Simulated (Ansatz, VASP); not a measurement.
**Two plane-wave programs on Si2Ge2P**

```
Si Ge P
1.0
     1.61669    0.93339    8.38301
    -1.61669    0.93339    8.38301
     0.00000   -1.86679    8.38301
Si Ge P
2 2 1
Cartesian
  0.0000 0.0000 9.4057
  0.0000 0.0000 15.7433
  0.0000 0.0000 5.7843
  0.0000 0.0000 19.3647
  0.0000 0.0000 0.0000
```

Change from the starting cell: species swapped into the Nb2CS2 type (R-3m, No. 166).

Alike in both runs: task single point; functional PBE; k mesh 6 × 6 × 6; occupations gaussian, width 0.1 eV; no spin polarisation.

```csv
,VASP,Ansatz
version,VASP 6.6.1,Ansatz 0.2.0
potentials or method,"VASP PAW PBE potentials, release 64 (Si, Ge_d, P), cutoff 520 eV","scalar-relativistic, plane waves, PAW"
valence electrons in the cell,41,41
```

```tsv
	VASP	Ansatz	Ansatz less VASP
gap on the k mesh at the Fermi level (eV)	none	none	-
rms of the force components (eV/Å)	1.857	1.870	+0.0124
```

Atom by atom the forces differ by 0.014 eV/Å (rms over components). A gap of «none» marks a metal or a gap that the smearing closes. With one functional, cell and mesh, what is left measures potentials, basis and numerics.

The k mesh is coarse, so the values compare programs but aren't converged.
